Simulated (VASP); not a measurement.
# P in VASP: a series of runs, part 2 of 2

VASP 6.6.1. The steps go on from the part before.

## 4. Single point, r2SCAN (biaxial strain in the a-b plane: -4.5 %)

File POSCAR:

```
P
1.0
    3.1424132122      0.0000000000      0.0000000000
    0.0000000000     33.2899635222      0.0000000000
    0.0000000000      0.0000000000      4.7613034882
P
4
Direct
    0.0000000000      0.9692461411      0.5921574147
    0.0000000000      0.0307538589      0.4078425853
    0.5000000000      0.0307538589      0.0921574147
    0.5000000000      0.9692461411      0.9078425853
```

File INCAR.step1:

```
SYSTEM = P
  ALGO = Normal
  EDIFF = 1E-4
  ENCUT = 520
  GGA = PE
  ISMEAR = 0
  LASPH = .True.
  LCHARG = .False.
  LREAL = .False.
  LWAVE = .True.
  NBANDS = 18
  NELM = 100
  PREC = Accurate
  SIGMA = 0.02
```

File INCAR.step2:

```
SYSTEM = P
  ALGO = Normal
  EDIFF = 1E-6
  ENCUT = 520
  ISIF = 2
  ISMEAR = 0
  ISTART = 1
  LASPH = .True.
  LCHARG = .False.
  LMIXTAU = .True.
  LREAL = .False.
  LWAVE = .False.
  METAGGA = R2SCAN
  NBANDS = 18
  NELM = 100
  PREC = Accurate
  SIGMA = 0.02
```

File KPOINTS:

```
k-points
0
Gamma
  8 1 6
  0 0 0
```

Potentials or basis: VASP PAW PBE potentials, release 64 (P).

Launch:

```sh
cat potpaw_PBE.64/P/POTCAR > POTCAR
cp INCAR.step1 INCAR
mpirun -np 1 vasp_std > vasp.out
cp INCAR.step2 INCAR
mpirun -np 1 vasp_std > vasp.out
```

OUTCAR:

```text
SYSTEM = P
   EDIFF = 1E-6
   ENCUT = 520
   ISIF = 2
   ISMEAR = 0
   ISTART = 1
   LASPH = .True.
   LREAL = .False.
   METAGGA = R2SCAN
   NELM = 100
   PREC = Accurate

 ion  position               nearest neighbor table
   1  0.000  0.969  0.592-   4 2.17   4 2.17   2 2.23
   2  0.000  0.031  0.408-   3 2.17   3 2.17   1 2.23
   3  0.500  0.031  0.092-   2 2.17   2 2.17   4 2.23
   4  0.500  0.969  0.908-   1 2.17   1 2.17   3 2.23

  LATTYP: Found a simple orthorhombic cell.
 ALAT       =     3.1424132122
 B/A-ratio  =     1.5151742202
 C/A-ratio  =    10.5937574960

  Lattice vectors:

 A1 = (  -3.1424132122,   0.0000000000,   0.0000000000)
 A2 = (   0.0000000000,   0.0000000000,   4.7613034882)
 A3 = (   0.0000000000,  33.2899635222,   0.0000000000)

Analysis of symmetry for initial positions (statically):
=====================================================================
 Subroutine PRICEL returns:
 Original cell was already a primitive cell.
[... 168 lines left out ...]
  free energy    TOTEN  =       -35.67697543 eV

  energy without entropy =      -35.67697543  energy(sigma->0) =      -35.67697543

 E-fermi :  -3.5154     XC(G=0):  -1.8113

 val. band max:       -3.6443509510   @ k =   0.1250   0.0000   0.0000
 cond. band min:      -2.4812542682   @ k =   0.0000   0.0000   0.0000
 fundamental gap:      1.1630966828
 Fermi energy:        -3.5154049629

 k-point     1 :       0.0000    0.0000    0.0000
  band No.  band energies     occupation
      1     -19.6609      2.00000
      2     -17.0831      2.00000
      3     -13.5923      2.00000
      4      -9.8060      2.00000
      5      -8.5832      2.00000
      6      -8.5582      2.00000
[... 397 lines left out ...]
      5      -8.9666      2.00000
      6      -8.9666      2.00000
[... 10 lines left out ...]
     17       3.6016      0.00000
     18       3.6016      0.00000

------------------------ aborting loop because EDIFF is reached ----------------------------------------

  FORCE on cell =-STRESS in cart. coord.  units (eV):
  Direction    XX          YY          ZZ          XY          YZ          ZX
  --------------------------------------------------------------------------------------
  -------------------------------------------------------------------------------------
  Total        4.6822599      0.7335676     -0.6269667      0.0000000     -0.0000000      0.0000000
  in kB       15.0613405      2.3596537     -2.0167525      0.0000000     -0.0000000      0.0000000
  external PRESSURE =       5.1347472 kB  Pullay stress =       0.0000000 kB

 VOLUME and BASIS-vectors are now :
 -----------------------------------------------------------------------------
  energy-cutoff  :      520.00
  volume of cell :      498.08
      direct lattice vectors                 reciprocal lattice vectors
     3.142413212  0.000000000  0.000000000     0.318226768  0.000000000  0.000000000
     0.000000000 33.289963522  0.000000000     0.000000000  0.030039084  0.000000000
     0.000000000  0.000000000  4.761303488     0.000000000  0.000000000  0.210026520

 POSITION                                       TOTAL-FORCE (eV/Angst)
 -----------------------------------------------------------------------------------
      0.00000     32.26617      2.81944        -0.000000     -0.183512      0.252753
      0.00000      1.02379      1.94186         0.000000      0.183512     -0.252753
      1.57121      1.02379      0.43879        -0.000000      0.183512      0.252753
      1.57121     32.26617      4.32251         0.000000     -0.183512     -0.252753
 -----------------------------------------------------------------------------------
    total drift:                               -0.000000      0.000000      0.000000

  FREE ENERGIE OF THE ION-ELECTRON SYSTEM (eV)
  ---------------------------------------------------
  free  energy   TOTEN  =       -35.6769754348 eV

  energy  without entropy=      -35.6769754348  energy(sigma->0) =      -35.67697543
```

Run time: 41 min. Hardware: 1 thread of Oxide Virtual Turin-like, shared host; peak memory 0.56 GiB.

What came out:

| Property | Result |
| --- | --- |
| Free energy | -35.6770 eV |
| Largest force | 0.312 eV/Å |
| Band gap on the k mesh | 1.16 eV (least direct gap 1.19 eV) |

Forces on the atoms (eV/Å):
```
P    0.000 -0.184  0.253
P    0.000  0.184 -0.253
P    0.000  0.184  0.253
P    0.000 -0.184 -0.253
```

Levels at points of the mesh, in eV from the valence-band top:
```tsv
k point	band 6	band 7	band 8	band 9	band 10	band 11	band 12	band 13	band 14	band 15
(0.00, 0.00, 0.00)	-4.91	-2.85	-1.78	-1.22	-0.02	1.16	2.71	3.92	3.97	4.91
(0.50, 0.00, 0.00)	-5.55	-2.84	-2.84	-1.87	-1.87	1.37	1.37	2.52	2.52	4.45
(0.00, 0.00, 0.50)	-3.04	-2.08	-2.08	-1.64	-1.64	3.26	3.26	4.15	4.15	4.68
(0.50, 0.00, 0.50)	-5.32	-4.54	-4.54	-0.92	-0.92	2.74	2.74	3.69	3.69	5.31
```

Caveat: the cell differs from its parent crystal (biaxial strain in the a-b plane: -4.5 %); the PAW data sets were made with another functional, which shifts forces and pressure a little.

## 5. Summary

| cell | smearing | gap on the mesh (eV) | largest force (eV/Å) |
| --- | --- | --- | --- |
| a = 3.290, b = 34.859, c = 4.636 Å, 4 atoms, atomic positions A | gaussian 0.05 eV | 1.12 | 0.10 |
| a = 3.142, b = 33.290, c = 4.744 Å, 4 atoms, atomic positions B | gaussian 0.02 eV | 0.97 | 0.11 |
| a = 3.142, b = 33.290, c = 4.761 Å, 4 atoms, atomic positions C | gaussian 0.02 eV | 1.16 | 0.31 |

Alike in all rows: task single point; level r2SCAN; potentials or basis VASP PAW PBE potentials, release 64 (P); no spin polarisation; k mesh 8 × 1 × 6; cutoff (eV) 520.

Caveats: the PAW data sets were made with another functional, which shifts forces and pressure a little.

Total energies depend on the potentials used, so only differences within one code and one set of settings carry meaning.
